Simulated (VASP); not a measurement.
# GdN (Fm-3m) in VASP: further runs, part 2 of 2

VASP 6.6.1. Earlier steps stand in the parts before.

## Step 4: Single point, PBE+U, collinear spin, ferromagnetic start (16.27 Å³/atom)

This run uses another cell than the first one, of 16.27 Å³/atom.

INCAR

```
ALGO = Normal ; EDIFF = 1E-6
ENCUT = 520 ; GGA = PE
ISIF = 2 ; ISMEAR = 0
ISPIN = 2 ; LASPH = T
LCHARG = T ; LDAU = T
LDAUJ = 0 0 ; LDAUL = 3 -1
LDAUPRINT = 1 ; LDAUTYPE = 2
LDAUU = 6 0 ; LELF = T
LMAXMIX = 6 ; LORBIT = 11
LREAL = F ; LVHAR = T
LWAVE = F ; MAGMOM = 7.64 -0.16
NBANDS = 22 ; NELM = 150
PREC = Accurate ; SIGMA = 0.05
```

KPOINTS

```
k-points
0
Gamma
  10 10 10
```

POSCAR

```
GdN
1.0
    0.0000000000      2.5340299902      2.5340299902
    2.5340299902      0.0000000000      2.5340299902
    2.5340299902      2.5340299902      0.0000000000
Gd N
1 1
Direct
    0.5000000000      0.5000000000      0.5000000000
    0.0000000000      0.0000000000      0.0000000000
```

Potentials or basis: VASP PAW PBE potentials, release 64 (Gd, N).

The run is started by

```
$ cat potpaw_PBE.64/Gd/POTCAR potpaw_PBE.64/N/POTCAR > POTCAR
$ mpirun -np 1 vasp_std > vasp.out
```

OUTCAR:

```text
EDIFF = 1E-6
   ENCUT = 520
   GGA = PE
   ISIF = 2
   ISMEAR = 0
   ISPIN = 2
   LASPH = T
   LORBIT = 11
   LREAL = F
   NELM = 150
   PREC = Accurate

 ion  position               nearest neighbor table
   1  0.500  0.500  0.500-   2 2.53   2 2.53   2 2.53   2 2.53   2 2.53   2 2.53
   2  0.000  0.000  0.000-   1 2.53   1 2.53   1 2.53   1 2.53   1 2.53   1 2.53

  LATTYP: Found a face centered cubic cell.
 ALAT       =     5.0680599804

  Lattice vectors:

 A1 = (   0.0000000000,   2.5340299902,   2.5340299902)
 A2 = (   2.5340299902,   0.0000000000,   2.5340299902)
 A3 = (   2.5340299902,   2.5340299902,   0.0000000000)

Analysis of symmetry for initial positions (statically):
=====================================================================
 Subroutine PRICEL returns:
 Original cell was already a primitive cell.

 Routine SETGRP: Setting up the symmetry group for a
 face centered cubic supercell.

 Subroutine GETGRP returns: Found 48 space group operations
 (whereof 48 operations were pure point group operations)
 out of a pool of 48 trial point group operations.

The static configuration has the point symmetry O_h .

Analysis of symmetry for dynamics (positions and initial velocities):
=====================================================================
 Subroutine PRICEL returns:
 Original cell was already a primitive cell.

 Routine SETGRP: Setting up the symmetry group for a
 face centered cubic supercell.

 Subroutine GETGRP returns: Found 48 space group operations
 (whereof 48 operations were pure point group operations)
 out of a pool of 48 trial point group operations.

The dynamic configuration has the point symmetry O_h .

Analysis of structural, dynamic, and magnetic symmetry:
=====================================================================
 Subroutine PRICEL returns:
 Original cell was already a primitive cell.

 Routine SETGRP: Setting up the symmetry group for a
 face centered cubic supercell.

[... 168 lines left out ...]
  0.0000  0.0000  0.0000 -0.0000 -0.0030 -0.0000  0.0071

 occupancies and eigenvectors

  o =  0.0003  v =  0.0000  0.0000  0.0000  0.0000  0.0000  0.0000  0.0000 -0.0000 -1.0000  0.0000 -0.0000 -0.0000 -0.0000  0.0000      0.0000  0.0000  0.0000  0.0000  0.0000  0.0000  0.0000  0.0000  0.0000  0.0000  0.0000  0.0000  0.0000  0.0000
  o =  0.0032  v =  0.0000  0.0000  0.0000  0.0000  0.0000  0.0000  0.0000 -0.0006 -0.0000  0.0008 -0.0000  0.7906  0.0003  0.6124      0.0000  0.0000  0.0000  0.0000  0.0000  0.0000  0.0000  0.0000  0.0000  0.0000  0.0000  0.0000  0.0000  0.0000
  o =  0.0032  v =  0.0000  0.0000  0.0000  0.0000  0.0000  0.0000  0.0000  0.6124 -0.0000 -0.7906 -0.0000  0.0008 -0.0003  0.0006      0.0000  0.0000  0.0000  0.0000  0.0000  0.0000  0.0000  0.0000  0.0000  0.0000  0.0000  0.0000  0.0000  0.0000
  o =  0.0032  v =  0.0000  0.0000  0.0000  0.0000  0.0000  0.0000  0.0000  0.0002 -0.0000 -0.0002 -0.0000 -0.0002  1.0000 -0.0002      0.0000  0.0000  0.0000  0.0000  0.0000  0.0000  0.0000  0.0000  0.0000  0.0000  0.0000  0.0000  0.0000  0.0000
  o =  0.0094  v =  0.0000  0.0000  0.0000  0.0000  0.0000  0.0000  0.0000 -0.7905 -0.0000 -0.6124  0.0004 -0.0048  0.0000  0.0062      0.0000  0.0000  0.0000  0.0000  0.0000  0.0000  0.0000  0.0000  0.0000  0.0000  0.0000  0.0000  0.0000  0.0000
  o =  0.0094  v =  0.0000  0.0000  0.0000  0.0000  0.0000  0.0000  0.0000  0.0062  0.0000  0.0048  0.0004 -0.6124  0.0000  0.7905      0.0000  0.0000  0.0000  0.0000  0.0000  0.0000  0.0000  0.0000  0.0000  0.0000  0.0000  0.0000  0.0000  0.0000
  o =  0.0094  v =  0.0000  0.0000  0.0000  0.0000  0.0000  0.0000  0.0000 -0.0003  0.0000 -0.0002 -1.0000 -0.0003 -0.0000  0.0003      0.0000  0.0000  0.0000  0.0000  0.0000  0.0000  0.0000  0.0000  0.0000  0.0000  0.0000  0.0000  0.0000  0.0000
  o =  0.9894  v =  0.0000  1.0000  0.0000 -0.0000  0.0000  0.0000  0.0000  0.0000  0.0000  0.0000  0.0000  0.0000  0.0000  0.0000      0.0000  0.0000  0.0000  0.0000  0.0000  0.0000  0.0000  0.0000  0.0000  0.0000  0.0000  0.0000  0.0000  0.0000
  o =  0.9906  v =  0.0000 -0.0000 -0.0000  0.0000 -0.0146  0.9998 -0.0113  0.0000  0.0000  0.0000  0.0000  0.0000  0.0000  0.0000      0.0000  0.0000  0.0000  0.0000  0.0000  0.0000  0.0000  0.0000  0.0000  0.0000  0.0000  0.0000  0.0000  0.0000
  o =  0.9906  v =  0.0000 -0.0000 -0.0000  0.0000  0.7904  0.0185  0.6123  0.0000  0.0000  0.0000  0.0000  0.0000  0.0000  0.0000      0.0000  0.0000  0.0000  0.0000  0.0000  0.0000  0.0000  0.0000  0.0000  0.0000  0.0000  0.0000  0.0000  0.0000
  o =  0.9906  v =  0.6124  0.0000 -0.7906 -0.0000  0.0000 -0.0000 -0.0000  0.0000  0.0000  0.0000  0.0000  0.0000  0.0000  0.0000      0.0000  0.0000  0.0000  0.0000  0.0000  0.0000  0.0000  0.0000  0.0000  0.0000  0.0000  0.0000  0.0000  0.0000
  o =  0.9927  v =  0.0000 -0.0000  0.0000 -0.9988  0.0304  0.0000 -0.0392  0.0000  0.0000  0.0000  0.0000  0.0000  0.0000  0.0000      0.0000  0.0000  0.0000  0.0000  0.0000  0.0000  0.0000  0.0000  0.0000  0.0000  0.0000  0.0000  0.0000  0.0000
  o =  0.9927  v =  0.0000 -0.0000  0.0000  0.0496  0.6116 -0.0000 -0.7896  0.0000  0.0000  0.0000  0.0000  0.0000  0.0000  0.0000      0.0000  0.0000  0.0000  0.0000  0.0000  0.0000  0.0000  0.0000  0.0000  0.0000  0.0000  0.0000  0.0000  0.0000
  o =  0.9927  v = -0.7906  0.0000 -0.6124 -0.0000  0.0000 -0.0000 -0.0000  0.0000  0.0000  0.0000  0.0000  0.0000  0.0000  0.0000      0.0000  0.0000  0.0000  0.0000  0.0000  0.0000  0.0000  0.0000  0.0000  0.0000  0.0000  0.0000  0.0000  0.0000

 number of electron      22.9999994 magnetization       6.9999885

 Free energy of the ion-electron system (eV)
  ---------------------------------------------------
  ext. energy  EPLUGINS =         0.00000000
  ---------------------------------------------------
  free energy    TOTEN  =       -22.79396423 eV

  energy without entropy =      -22.79373800  energy(sigma->0) =      -22.79385111

 E-fermi :   3.4817     XC(G=0): -11.3241

 val. band max:        3.4766555312   @ k =   0.4000   0.4000   0.0000
 cond. band min:       3.6893279887   @ k =   0.0000   0.0000   0.0000
 fundamental gap:      0.2126724575
 Fermi energy:         3.4817361340

 spin component 1

 k-point     1 :       0.0000    0.0000    0.0000
  band No.  band energies     occupation
      1     -40.3699      1.00000
      2     -17.3901      1.00000
      3     -17.3901      1.00000
      4     -17.3901      1.00000
      5      -9.1951      1.00000
      6      -2.9525      1.00000
[... 1193 lines left out ...]
     21      13.8566      0.00000
     22      17.1835      0.00000

 [... further k-points ...]

------------------------ aborting loop because EDIFF is reached ----------------------------------------

  FORCE on cell =-STRESS in cart. coord.  units (eV):
  Direction    XX          YY          ZZ          XY          YZ          ZX
  --------------------------------------------------------------------------------------
  -------------------------------------------------------------------------------------
  Total       -1.0303149     -1.0303149     -1.0303149      0.0000000     -0.0000000      0.0000000
  in kB      -50.7242117    -50.7242117    -50.7242117      0.0000000     -0.0000000      0.0000000
  external PRESSURE =     -50.7242117 kB  Pullay stress =       0.0000000 kB

 VOLUME and BASIS-vectors are now :
 -----------------------------------------------------------------------------
  energy-cutoff  :      520.00
  volume of cell :       32.54
      direct lattice vectors                 reciprocal lattice vectors
     0.000000000  2.534029990  2.534029990    -0.197314160  0.197314160  0.197314160
     2.534029990  0.000000000  2.534029990     0.197314160 -0.197314160  0.197314160
     2.534029990  2.534029990  0.000000000     0.197314160  0.197314160 -0.197314160

 POSITION                                       TOTAL-FORCE (eV/Angst)
 -----------------------------------------------------------------------------------
      2.53403      2.53403      2.53403         0.000000     -0.000000      0.000000
      0.00000      0.00000      0.00000        -0.000000      0.000000     -0.000000
 -----------------------------------------------------------------------------------
    total drift:                                0.000000      0.000000      0.000000

  FREE ENERGIE OF THE ION-ELECTRON SYSTEM (eV)
  ---------------------------------------------------
  free  energy   TOTEN  =       -22.7939642257 eV

  energy  without entropy=      -22.7937380038  energy(sigma->0) =      -22.79385111

 total charge

# of ion       s       p       d       f       tot
--------------------------------------------------
    1        2.032   5.659   0.514   6.971  15.177
    2        1.246   2.366   0.000   0.000   3.612
--------------------------------------------------
tot          3.279   8.025   0.514   6.971  18.789

 magnetization (x)

# of ion       s       p       d       f       tot
--------------------------------------------------
    1       -0.006  -0.087   0.068   6.897   6.872
    2       -0.008  -0.102   0.000   0.000  -0.111
--------------------------------------------------
tot         -0.015  -0.189   0.068   6.897   6.761
```

OSZICAR:

```text
N       E                     dE             d eps       ncg     rms          rms(c)
DAV:   1     0.129525679194E+03    0.12953E+03   -0.78707E+03  5766   0.512E+03
DAV:   2    -0.938017837806E+00   -0.13046E+03   -0.11153E+03  5672   0.452E+02
DAV:   3    -0.180451729379E+02   -0.17107E+02   -0.16764E+02  6516   0.114E+02
DAV:   4    -0.203033373568E+02   -0.22582E+01   -0.22443E+01  7740   0.285E+01
DAV:   5    -0.203797976475E+02   -0.76460E-01   -0.76409E-01  6336   0.673E+00    0.384E+01
DAV:   6    -0.230378433215E+02   -0.26580E+01   -0.26048E+01  6254   0.179E+02    0.924E+01
DAV:   7    -0.229655987049E+02    0.72245E-01   -0.28474E+00  6422   0.194E+01    0.711E+01
DAV:   8    -0.227535414767E+02    0.21206E+00   -0.35286E-01  7508   0.123E+01    0.477E+01
DAV:   9    -0.227819438055E+02   -0.28402E-01   -0.41841E-01  6848   0.159E+01    0.146E+01
DAV:  10    -0.227913459746E+02   -0.94022E-02   -0.96551E-02  7236   0.491E+00    0.641E+00
DAV:  11    -0.227937925755E+02   -0.24466E-02   -0.11045E-02  6638   0.113E+00    0.316E+00
DAV:  12    -0.227939018274E+02   -0.10925E-03   -0.13524E-03  7708   0.879E-01    0.558E-01
DAV:  13    -0.227939500728E+02   -0.48245E-04   -0.30690E-04  6616   0.148E-01    0.228E-01
DAV:  14    -0.227939595960E+02   -0.95232E-05   -0.38860E-05  6848   0.992E-02    0.125E-01
DAV:  15    -0.227939646018E+02   -0.50057E-05   -0.10425E-05  6568   0.874E-02    0.735E-02
DAV:  16    -0.227939642257E+02    0.37604E-06   -0.10081E-06  4502   0.154E-02
   1 F= -.22793964E+02 E0= -.22793851E+02  d E =-.226222E-03  mag=     7.0000
```

Wall time 1.9 min (1 thread of Intel Xeon Platinum 8259CL at 2.50GHz (Skylake/Cascade Lake), shared host); peak memory 0.22 GiB.

What came out:

- Free energy: -22.7940 eV
- Pressure: -5.1 GPa
- Band gap on the k mesh: zero (filled and empty bands overlap)
- Net moment: 7.00 μB per cell
- Site moments: Gd +6.87; N -0.11 μB
- Valence electrons inside the program's atomic spheres: Gd 15.18; N 3.61

Eigenvalues of the final occupation matrices:
```tsv
site	spin	trace	eigenvalues
site 1 f	1	6.94	0.99 0.99 0.99 0.99 0.99 0.99 0.99
site 1 f	2	0.04	0.00 0.00 0.00 0.00 0.01 0.01 0.01
```

Caveat: the cell stands under tension; spin-orbit coupling is left out, which moves the levels of the heavy elements; a cell with one magnetic atom can't hold antiferromagnetic order, which such compounds often take.

## Step 5: Overview

| cell | gap on the mesh (eV) | pressure (GPa) | moment (μB) |
| --- | --- | --- | --- |
| a = 3.537 Å, angles 60.0°, 2 atoms | none | 0.3 | 7.00 |
| a = 3.561 Å, angles 60.0°, 2 atoms | none | -2.6 | 7.00 |
| a = 3.584 Å, angles 60.0°, 2 atoms | none | -5.1 | 7.00 |

Alike in all rows: task single point; level PBE+U; potentials or basis VASP PAW PBE potentials, release 64 (Gd, N); spin collinear, ferromagnetic start; Gd f U = 6.0 eV; k mesh 10 × 10 × 10; cutoff (eV) 520; smearing gaussian 0.05 eV.

Caveats: spin-orbit coupling is left out, which moves the levels of the heavy elements; a cell with one magnetic atom can't hold antiferromagnetic order, which such compounds often take; the cell stands under tension (at least some runs).

Absolute energies hang on the potentials; compare differences alone.
